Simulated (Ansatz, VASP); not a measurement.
HgTe in VASP and in Ansatz

File INCAR:

```
SYSTEM = HgTe
  PREC = Accurate
  ENCUT = 400
  EDIFF = 1E-8
  ISMEAR = -1
  SIGMA = 0.08
  LREAL = .FALSE.
  LASPH = .TRUE.
  NELM = 120
  ALGO = Normal
  ISIF = 2
  LWAVE = .FALSE.
  LCHARG = .FALSE.
  GGA = CA
  LEFG = .TRUE.
  NBANDS = 16
  GGA_COMPAT = .FALSE.
```

The input KPOINTS:

```
Automatic mesh
0
G
  10 10 10
  0 0 0
```

The input POSCAR:

```
HgTe
1.0
    0.0000000000      2.9215000000      2.9799300000
    2.9215000000      0.0000000000      2.9799300000
    2.9215000000      2.9215000000      0.0000000000
Hg Te
1 1
Direct
    0.0000000000      0.0000000000      0.0000000000
    0.5000000000      0.5000000000      0.5000000000
```

Input for Ansatz:

```yaml
crystal:
  lattice:
    - [0.0, 2.9215, 2.97993]
    - [2.9215, 0.0, 2.97993]
    - [2.9215, 2.9215, 0.0]
  atoms:
    - { symbol: Hg, position: [0.0, 0.0, 0.0] }
    - { symbol: Te, position: [0.5, 0.5, 0.5] }
kpoints:
  mp_grid: { grid: [10, 10, 10] }
scf:
  occupations: { method: fermi_dirac, width: 0.08 }
hamiltonian:
  xc: lda
  pseudopotentials: { kind: all_electron, datasets: crystal }
output:
  forces: true
  stress: true
  eigenvalues: true
  efg: { contact_densities: true }
```

Change from the starting cell: zz strain of +2 %, crystal datasets.

Alike in both runs: task electric field gradients; functional LDA; k mesh 10 × 10 × 10; occupations fermi-dirac, width 0.08 eV; no spin polarisation.

|  | VASP | Ansatz |
| --- | --- | --- |
| version | VASP 6.6.1 | Ansatz 0.2.0 |
| potentials or method | VASP PAW LDA potentials, release 64 (Hg, Te), cutoff 400 eV | all-electron PAW with datasets made for the crystal, scalar-relativistic |

|  | VASP | Ansatz | Ansatz less VASP |
| --- | --- | --- | --- |
| pressure (GPa) | 2.8 | 2.3 | -0.48 |
| traceless stress, the component that is largest in VASP (GPa) | -1.49 | -1.43 | +0.060 |
| size of Vzz on the site where it differs most (V/Å²) | 38.3 | 25.7 | -12.58 |

LDA's correlation is that of Perdew and Zunger in VASP and of Perdew and Wang (1992) in Ansatz. Ansatz ran all-electron here, and VASP with PAW potentials.

Spin-orbit coupling is off throughout.
